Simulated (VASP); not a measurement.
# BN (F-43m) in VASP: further runs

Runs on BN. Level: RPBE. Tasks: single point, relaxation of cell and atoms.

Program: VASP 6.6.1. These are calculated values, not measurements. Logs are shortened: lines on timing, memory, paths and dates and some standing lists are left out, and cuts for length are marked.

### Step 1. The cell of the first run

Symmetry: F-43m, No. 216, cubic system. Conventional cell: a = 3.626 Å, b = 3.626 Å, c = 3.626 Å, α = 90.00°, β = 90.00°, γ = 90.00°. B (site symmetry -43m) has 4 N at 1.57 Å within 2.1 Å. N (site symmetry -43m) has 4 B at 1.57 Å within 2.1 Å.

### Step 2. Single point, RPBE

INCAR reads:

```
PREC = Accurate
ENCUT = 600
EDIFF = 1E-6
ISMEAR = 0
SIGMA = 0.1
LREAL = False
LASPH = True
NELM = 120
ALGO = Normal
ISIF = 2
LWAVE = False
LCHARG = True
GGA = RP
LELF = True
LVHAR = True
NBANDS = 11
GGA_COMPAT = False
```

KPOINTS reads:

```
Automatic mesh
0
Gamma
  8 8 8
```

POSCAR reads:

```
BN
1.0
    0.0000000000      1.8130010000      1.8130010000
    1.8130010000      0.0000000000      1.8130010000
    1.8130010000      1.8130010000      0.0000000000
B N
1 1
Direct
    0.0000000000      0.0000000000      0.0000000000
    0.2500000000      0.2500000000      0.2500000000
```

Potentials or basis: VASP PAW PBE potentials, release 64 (B, N).

Run with:

```sh
$ cat potpaw_PBE.64/B/POTCAR potpaw_PBE.64/N/POTCAR > POTCAR
$ mpirun -np 1 vasp_std > vasp.out
```

OUTCAR:

```text
PREC = Accurate
   ENCUT = 600
   EDIFF = 1E-6
   ISMEAR = 0
   LREAL = False
   LASPH = True
   NELM = 120
   ISIF = 2
   GGA = RP

 ion  position               nearest neighbor table
   1  0.000  0.000  0.000-   2 1.57   2 1.57   2 1.57   2 1.57
   2  0.250  0.250  0.250-   1 1.57   1 1.57   1 1.57   1 1.57

  LATTYP: Found a face centered cubic cell.
 ALAT       =     3.6260020000

  Lattice vectors:

 A1 = (   0.0000000000,   1.8130010000,   1.8130010000)
 A2 = (   1.8130010000,   0.0000000000,   1.8130010000)
 A3 = (   1.8130010000,   1.8130010000,   0.0000000000)

Analysis of symmetry for initial positions (statically):
=====================================================================
 Subroutine PRICEL returns:
 Original cell was already a primitive cell.

 Routine SETGRP: Setting up the symmetry group for a
 face centered cubic supercell.

 Subroutine GETGRP returns: Found 24 space group operations
 (whereof 24 operations were pure point group operations)
 out of a pool of 48 trial point group operations.

The static configuration has the point symmetry T_d .

Analysis of symmetry for dynamics (positions and initial velocities):
=====================================================================
 Subroutine PRICEL returns:
 Original cell was already a primitive cell.

 Routine SETGRP: Setting up the symmetry group for a
 face centered cubic supercell.

 Subroutine GETGRP returns: Found 24 space group operations
 (whereof 24 operations were pure point group operations)
 out of a pool of 48 trial point group operations.

The dynamic configuration has the point symmetry T_d .

 Subroutine INISYM returns: Found 24 space group operations
 (whereof 24 operations are pure point group operations),
 and found     1 'primitive' translations

----------------------------------------------------------------------------------------

                                     Primitive cell

  volume of cell :      11.9186

  direct lattice vectors                    reciprocal lattice vectors
     0.000000000  1.813001000  1.813001000    -0.275785838  0.275785838  0.275785838
     1.813001000  0.000000000  1.813001000     0.275785838 -0.275785838  0.275785838
     1.813001000  1.813001000  0.000000000     0.275785838  0.275785838 -0.275785838

  length of vectors
     2.563970603  2.563970603  2.563970603     0.477675083  0.477675083  0.477675083

  position of ions in fractional coordinates (direct lattice)
     0.000000000  0.000000000  0.000000000
     0.250000000  0.250000000  0.250000000

  ion indices of the primitive-cell ions
   primitive index   ion index
                 1           1
                 2           2

----------------------------------------------------------------------------------------

 KPOINTS: Automatic mesh

Automatic generation of k-mesh.
 Grid dimensions read from file:
 generate k-points for:    8    8    8

 Generating k-lattice:

  Cartesian coordinates                     Fractional coordinates (reciprocal lattice)
    -0.034473230  0.034473230  0.034473230     0.125000000  0.000000000  0.000000000
     0.034473230 -0.034473230  0.034473230     0.000000000  0.125000000  0.000000000
     0.034473230  0.034473230 -0.034473230     0.000000000  0.000000000  0.125000000

  Length of vectors
     0.059709385  0.059709385  0.059709385

  Shift w.r.t. Gamma in fractional coordinates (k-lattice)
     0.000000000  0.000000000  0.000000000

 Subroutine IBZKPT returns following result:
 ===========================================

 Found     29 irreducible k-points:

 Following reciprocal coordinates:
            Coordinates               Weight
  0.000000  0.000000  0.000000      1.000000
  0.125000  0.000000  0.000000      8.000000
  0.250000  0.000000  0.000000      8.000000
  0.375000  0.000000  0.000000      8.000000
  0.500000  0.000000  0.000000      4.000000
  0.125000  0.125000  0.000000      6.000000
[... 16 lines left out ...]
  0.500000  0.250000  0.125000     48.000000
 -0.375000  0.250000  0.125000     24.000000
 [... further k-points ...]
   k-points           NKPTS =     29   k-points in BZ     NKDIM =     29   number of bands    NBANDS=     11
   number of dos      NEDOS =    301   number of ions     NIONS =      2
   total plane-waves  NPLWV =   8000
   dimension x,y,z NGX =    20 NGY =   20 NGZ =   20
   dimension x,y,z NGXF=    40 NGYF=   40 NGZF=   40
   ions per type =               1   1
   NGX,Y,Z   is equivalent  to a cutoff of  12.97, 12.97, 12.97 a.u.
   NGXF,Y,Z  is equivalent  to a cutoff of  25.94, 25.94, 25.94 a.u.
 SYSTEM =  unknown system
   PREC   = accura    normal or accurate (medium, high low for compatibility)
   ISTART =      0    job   : 0-new  1-cont  2-samecut
   ICHARG =      2    charge: 1-file 2-atom 10-const
   ISPIN  =      1    spin polarized calculation?
   LNONCOLLINEAR =      F non collinear calculations
   LSORBIT =      F    spin-orbit coupling
   LASPH  =      T    aspherical Exc in radial PAW
   ENCUT  =  600.0 eV  44.10 Ry    6.64 a.u.   5.12  5.12  5.12*2*pi/ulx,y,z
   NELM   =    120;   NELMIN=  2; NELMDL= -5     # of ELM steps
   EDIFF  = 0.1E-05   stopping-criterion for ELM
   LREAL  =      F    real-space projection
   EDIFFG = 0.1E-04   stopping-criterion for IOM
   NSW    =      0    number of steps for IOM
   IBRION =     -1    ionic relax: 0-MD 1-quasi-New 2-CG
   NFREE  =      0    steps in history (QN), initial steepest desc. (CG)
   ISIF   =      2    stress and relaxation
   ISYM   =      2    0-nonsym 1-usesym 2-fastsym
   POTIM  = 0.5000    time-step for ionic-motion
   TEBEG  =    0.0;   TEEND  =   0.0 temperature during run
   PSTRESS=    0.0 pullay stress
   NELECT =       8.0000    total number of electrons
   NUPDOWN=      -1.0000    fix difference up-down
   EMIN   =  10.00;   EMAX   =-10.00  energy-range for DOS
   EFERMI =   0.00;   METHOD = LEGACY
   ISMEAR =     0;   SIGMA  =   0.10  broadening in eV -4-tet -1-fermi 0-gaus
   EFERMI_NEDOS =   21; number of points for ismear=-14 and -15
   IALGO  =     38    algorithm
   IMIX   =      4    mixing-type and parameters
     AMIX     =   0.40;   BMIX     =  1.00
     AMIX_MAG =   1.60;   BMIX_MAG =  1.00
  volume/ion in A,a.u.               =       5.96        40.22
  Fermi-wavevector in a.u.,A,eV,Ry     =   1.433387  2.708709 27.954506  2.054598
  Thomas-Fermi vector in A             =   2.552911
   LORBIT       =      0    0 simple, 1 ext, 2 COOP (PROOUT), +10 PAW based schemes
   GGA     = RP    functional components
   LHFCALC =     F    Hartree Fock is set to
   AEXX    =    0.0000 exact exchange contribution
   IVDW    =     0    specifies the selected vdW correction
   LEPSILON=     F    determine dielectric tensor
   LRPA    =     F    only Hartree local field effects (RPA)
 non-spin polarized calculation
 Gauss-broadening in eV      SIGMA  =   0.10
  energy-cutoff  :      600.00
  volume of cell :       11.92
 maximum number of plane-waves:       415
   NGX = 11   NGY = 11   NGZ = 11

 number of electron       7.9999999 magnetization

 Free energy of the ion-electron system (eV)
  ---------------------------------------------------
  ext. energy  EPLUGINS =         0.00000000
  ---------------------------------------------------
  free energy    TOTEN  =       -16.62649308 eV

  energy without entropy =      -16.62649308  energy(sigma->0) =      -16.62649308

 E-fermi :   7.9386     XC(G=0): -12.6827

 val. band max:        7.4057865260   @ k =   0.0000   0.0000   0.0000
 cond. band min:      11.8853170705   @ k =   0.5000   0.5000   0.0000
 fundamental gap:      4.4795305444
 Fermi energy:         7.9385944992

 k-point     1 :       0.0000    0.0000    0.0000
  band No.  band energies     occupation
      1     -12.7893      2.00000
      2       7.4058      2.00000
      3       7.4058      2.00000
      4       7.4058      2.00000
      5      16.2372      0.00000
      6      16.2372      0.00000
      7      16.2372      0.00000
      8      17.6022      0.00000
      9      32.1230      0.00000
     10      34.9852      0.00000
     11      34.9852      0.00000

 k-point     2 :       0.1250    0.0000    0.0000
  band No.  band energies     occupation
      1     -12.4135      2.00000
      2       5.5341      2.00000
      3       7.0300      2.00000
      4       7.0300      2.00000
      5      16.5696      0.00000
      6      16.8034      0.00000
      7      16.8034      0.00000
      8      18.8190      0.00000
      9      31.7249      0.00000
     10      31.9539      0.00000
     11      31.9539      0.00000

 k-point     3 :       0.2500    0.0000    0.0000
  band No.  band energies     occupation
      1     -11.3240      2.00000
      2       1.9477      2.00000
      3       6.2895      2.00000
      4       6.2895      2.00000
      5      16.9765      0.00000
      6      17.7453      0.00000
      7      17.7453      0.00000
      8      20.9114      0.00000
      9      30.8883      0.00000
     10      30.9173      0.00000
     11      30.9173      0.00000

 k-point     4 :       0.3750    0.0000    0.0000
  band No.  band energies     occupation
      1      -9.7211      2.00000
      2      -1.4760      2.00000
      3       5.6987      2.00000
      4       5.6987      2.00000
      5      17.3024      0.00000
      6      18.1059      0.00000
      7      18.1059      0.00000
      8      22.2508      0.00000
      9      30.6791      0.00000
     10      32.4528      0.00000
     11      32.4528      0.00000
[... 239 lines left out ...]
 k-point    22 :       0.3750    0.2500    0.1250
  band No.  band energies     occupation
      1     -10.3965      2.00000
      2       1.7152      2.00000
      3       3.4987      2.00000
      4       5.3993      2.00000
      5      15.9718      0.00000
      6      19.2415      0.00000
      7      19.9420      0.00000
      8      20.7058      0.00000
      9      26.8726      0.00000
     10      33.0648      0.00000
     11      34.6673      0.00000

 k-point    23 :       0.5000    0.2500    0.1250
  band No.  band energies     occupation
      1      -8.9021      2.00000
      2      -0.7764      2.00000
      3       2.6808      2.00000
      4       4.4845      2.00000
      5      16.7945      0.00000
      6      18.7475      0.00000
      7      21.0550      0.00000
      8      22.0243      0.00000
      9      27.5102      0.00000
     10      32.5740      0.00000
     11      34.8585      0.00000

 k-point    24 :      -0.3750    0.2500    0.1250
  band No.  band energies     occupation
      1      -7.9391      2.00000
      2      -2.2217      2.00000
      3       2.6028      2.00000
      4       3.9903      2.00000
      5      17.0101      0.00000
      6      18.5264      0.00000
      7      21.7069      0.00000
      8      23.1426      0.00000
      9      26.8886      0.00000
     10      33.2008      0.00000
     11      34.8332      0.00000

 [... further k-points ...]

------------------------ aborting loop because EDIFF is reached ----------------------------------------

  FORCE on cell =-STRESS in cart. coord.  units (eV):
  Direction    XX          YY          ZZ          XY          YZ          ZX
  --------------------------------------------------------------------------------------
  -------------------------------------------------------------------------------------
  Total        0.4052427      0.4052427      0.4052427      0.0000000      0.0000000      0.0000000
  in kB       54.4755546     54.4755546     54.4755546      0.0000000      0.0000000      0.0000000
  external PRESSURE =      54.4755546 kB  Pullay stress =       0.0000000 kB

 VOLUME and BASIS-vectors are now :
 -----------------------------------------------------------------------------
  energy-cutoff  :      600.00
  volume of cell :       11.92
      direct lattice vectors                 reciprocal lattice vectors
     0.000000000  1.813001000  1.813001000    -0.275785838  0.275785838  0.275785838
     1.813001000  0.000000000  1.813001000     0.275785838 -0.275785838  0.275785838
     1.813001000  1.813001000  0.000000000     0.275785838  0.275785838 -0.275785838

 POSITION                                       TOTAL-FORCE (eV/Angst)
 -----------------------------------------------------------------------------------
      0.00000      0.00000      0.00000        -0.000000     -0.000000     -0.000000
      0.90650      0.90650      0.90650         0.000000      0.000000      0.000000
 -----------------------------------------------------------------------------------
    total drift:                                0.000000      0.000000      0.000000

  FREE ENERGIE OF THE ION-ELECTRON SYSTEM (eV)
  ---------------------------------------------------
  free  energy   TOTEN  =       -16.6264930846 eV

  energy  without entropy=      -16.6264930846  energy(sigma->0) =      -16.62649308
```

It took 8.2 s on 1 thread of Intel Xeon 8259CL, shared host; peak memory 0.12 GiB.

Results:

- Free energy: -16.6265 eV
- Pressure: 5.4 GPa
- Band gap on the k mesh: 4.48 eV (least direct gap 8.83 eV)

Caveat: the cell stands under pressure; the PAW data sets were made with another functional, which shifts forces and pressure a little.

### Step 3. Single point, RPBE

This run uses another cell than the first one, of 6.04 Å³/atom.

INCAR reads:

```
  ALGO = Normal
  EDIFF = 1E-6
  ENCUT = 600
  GGA = RP
  GGA_COMPAT = F
  ISIF = 2
  ISMEAR = 0
  LASPH = T
  LCHARG = F
  LREAL = F
  LWAVE = F
  NBANDS = 11
  NELM = 120
  PREC = Accurate
  SIGMA = 0.02
```

KPOINTS reads:

```
k-points
0
Gamma
  12 12 12
```

POSCAR reads:

```
BN
1.0
    0.0000000000      1.8216386547      1.8216386547
    1.8216386547      0.0000000000      1.8216386547
    1.8216386547      1.8216386547      0.0000000000
B N
1 1
Direct
    0.0000000000      0.0000000000      0.0000000000
    0.2500000000      0.2500000000      0.2500000000
```

Potentials or basis: VASP PAW PBE potentials, release 64 (B, N).

Run with:

```sh
$ cat potpaw_PBE.64/B/POTCAR potpaw_PBE.64/N/POTCAR > POTCAR
$ mpirun -np 1 vasp_std > vasp.out
```

Run time: 15 s. Hardware: 1 thread of Intel Xeon 8259CL, shared host; peak memory 0.14 GiB.

Results (log left out):

- Free energy: -16.6302 eV
- Pressure: 0.2 GPa
- Band gap on the k mesh: 4.47 eV (least direct gap 8.76 eV)

Levels at points of the mesh, in eV from the valence-band top:
| k point | band 1 | band 2 | band 3 | band 4 | band 5 | band 6 | band 7 | band 8 | band 9 |
| --- | --- | --- | --- | --- | --- | --- | --- | --- | --- |
| (0.00, 0.00, 0.00) | -20.03 | 0.00 | 0.00 | 0.00 | 8.76 | 8.76 | 8.76 | 9.97 | 24.45 |
| (0.50, 0.00, 0.00) | -15.95 | -10.49 | -1.90 | -1.90 | 9.83 | 10.63 | 10.63 | 15.12 | 23.30 |
| (0.50, 0.50, 0.00) | -14.61 | -8.79 | -4.79 | -4.79 | 4.47 | 9.12 | 17.68 | 17.68 | 20.52 |

Caveat: the PAW data sets were made with another functional, which shifts forces and pressure a little.

### Step 4. Relaxation of cell and atoms, RPBE

INCAR reads:

```
SYSTEM = BN
PREC = Accurate
ENCUT = 600
EDIFF = 1E-7
ISMEAR = 0
SIGMA = 0.02
LREAL = .FALSE.
LASPH = .TRUE.
NELM = 120
ALGO = Normal
ISIF = 3
LWAVE = .FALSE.
LCHARG = .FALSE.
GGA = RP
IBRION = 2
NSW = 100
EDIFFG = -0.002
GGA_COMPAT = .FALSE.
NELMIN = 4
```

KPOINTS reads:

```
regular mesh
0
G
  12 12 12
  0 0 0
```

POSCAR reads:

```
BN
1.0
    0.0000000000      1.8130010000      1.8130010000
    1.8130010000      0.0000000000      1.8130010000
    1.8130010000      1.8130010000      0.0000000000
B N
1 1
Direct
    0.0000000000      0.0000000000      0.0000000000
    0.2500000000      0.2500000000      0.2500000000
```

Run with:

```sh
$ cat potpaw_PBE.64/B/POTCAR potpaw_PBE.64/N/POTCAR > POTCAR
$ mpirun -np 1 vasp_std > vasp.out
```

Run time: 25 s. Hardware: 1 thread of Intel Xeon 8259CL, shared host; peak memory 0.12 GiB.

Results (log left out):

```
Free energy                           : -16.6297 eV
Relaxed volume                        : 6.05 Å³/atom
Relaxed cell                          : a = 2.577 Å, b = 2.577 Å, c = 2.577 Å, α = 60.00°, β = 60.00°, γ = 60.00°
Space group after relaxing (to 0.1 Å) : F-43m (No. 216)
Energy gained by relaxing             : 1.5 meV/atom
Ionic steps                           : 3
Pressure after relaxing               : 0.0 GPa
Band gap on the k mesh                : 4.47 eV (least direct gap 8.76 eV)
```

Step by step:
| step | energy change (eV) | largest force (eV/Å) | pressure (GPa) | volume (Å³) |
| --- | --- | --- | --- | --- |
| 1 | 0.0000 | 0.0000 | 5.43 | 11.92 |
| 2 | -0.0001 | 0.0000 | -5.05 | 12.27 |
| 3 | -0.0029 | 0.0000 | 0.00 | 12.09 |

Final structure:
```cif
data_structure
_symmetry_space_group_name_H-M 'P 1'
_symmetry_Int_Tables_number 1
_cell_length_a 2.5766
_cell_length_b 2.5766
_cell_length_c 2.5766
_cell_angle_alpha 60.000
_cell_angle_beta 60.000
_cell_angle_gamma 60.000
_cell_volume 12.09
loop_
_atom_site_label
_atom_site_type_symbol
_atom_site_fract_x
_atom_site_fract_y
_atom_site_fract_z
_atom_site_occupancy
B1 B 0.00000 0.00000 0.00000 1
N1 N 0.25000 0.25000 0.25000 1
```

Levels at points of the mesh, in eV from the valence-band top:
```
           k point  band 1  band 2  band 3  band 4  band 5  band 6  band 7  band 8
(0.00, 0.00, 0.00)  -20.03    0.00    0.00    0.00    8.76    8.76    8.76    9.96
(0.50, 0.00, 0.00)  -15.94  -10.48   -1.89   -1.89    9.83   10.62   10.62   15.11
(0.50, 0.50, 0.00)  -14.61   -8.79   -4.79   -4.79    4.47    9.12   17.67   17.67
```

Caveat: the PAW data sets were made with another functional, which shifts forces and pressure a little. A k mesh can miss the band edges.

### Step 5. The runs side by side

```csv
task,cell,k mesh,smearing,gap on the mesh (eV),pressure (GPa)
single point,"a = 2.564 Å, angles 60.0°, 2 atoms",8 × 8 × 8,gaussian 0.1 eV,4.48,5.4
single point,"a = 2.576 Å, angles 60.0°, 2 atoms",12 × 12 × 12,gaussian 0.02 eV,4.47,0.2
relaxation of cell and atoms,"relaxed from a = 2.564 Å, angles 60.0°, 2 atoms",12 × 12 × 12,gaussian 0.02 eV,4.47,0.0
```

Alike in all rows: level RPBE; potentials or basis VASP PAW PBE potentials, release 64 (B, N); no spin polarisation; cutoff (eV) 600.

Caveats: the PAW data sets were made with another functional, which shifts forces and pressure a little; the cell stands under pressure (at least some runs).

Absolute energies hang on the potentials; compare differences alone.
